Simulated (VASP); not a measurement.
Input of a VASP 6.6.1 run:

File INCAR:

```
SYSTEM = Hf3Ta2O
PREC = Accurate
ENCUT = 600
EDIFF = 1E-7
ISMEAR = 0
SIGMA = 0.1
LREAL = .False.
LASPH = .True.
NELM = 60
ALGO = Normal
ISIF = 3
LWAVE = .False.
LCHARG = .False.
GGA = PE
IBRION = 2
NSW = 100
EDIFFG = -0.01
```

File KPOINTS:

```
Automatic mesh
0
Gamma
  8 8 8
  0 0 0
```

Contents of POSCAR:

```
Hf3Ta2O
1.0
    0.0000000000      3.7301836254      4.8270637860
    3.4174744911      0.0000000000      4.8270637860
    3.4174744911      3.7301836254      0.0000000000
Hf Ta O
3 2 1
Direct
    0.5000000000      0.0000000000      0.5000000000
    0.0000000000      0.5000000000      0.0000000000
    0.5000000000      0.5000000000      0.5000000000
    0.5000000000      0.5000000000      0.0000000000
    0.0000000000      0.0000000000      0.5000000000
    0.0000000000      0.0000000000      0.0000000000
```

Potentials or basis: VASP PAW PBE potentials, release 64 (Hf_pv, Ta_pv, O).

The run is started by

```sh
$ cat potpaw_PBE.64/Hf_pv/POTCAR potpaw_PBE.64/Ta_pv/POTCAR potpaw_PBE.64/O/POTCAR > POTCAR
$ mpirun -np 1 vasp_std > vasp.out
```

Question: What does it give for the relaxed volume?

Answer: 20.56 Å³/atom.

Question: Predict the relaxed cell.

Answer: a = 6.057 Å, b = 5.867 Å, c = 5.110 Å, α = 66.57°, β = 62.71°, γ = 50.72°.

Question: What does it give for the space group after relaxing (to 0.1 Å)?

Answer: Fmmm (No. 69).

Step by step:
| step | energy change (eV) | largest force (eV/Å) | pressure (GPa) | volume (Å³) |
| --- | --- | --- | --- | --- |
| 1 | 0.0000 | 0.0000 | 0.47 | 123.07 |
| 2 | -0.0145 | 0.0000 | -0.58 | 124.14 |
| 3 | -0.0149 | 0.0000 | -0.77 | 124.35 |
| 4 | -0.0181 | 0.0000 | 0.37 | 122.93 |
| 5 | -0.0187 | 0.0000 | 0.03 | 123.34 |
| 6 | -0.0187 | 0.0000 | 0.01 | 123.36 |
| 7 | -0.0188 | 0.0000 | 0.00 | 123.39 |
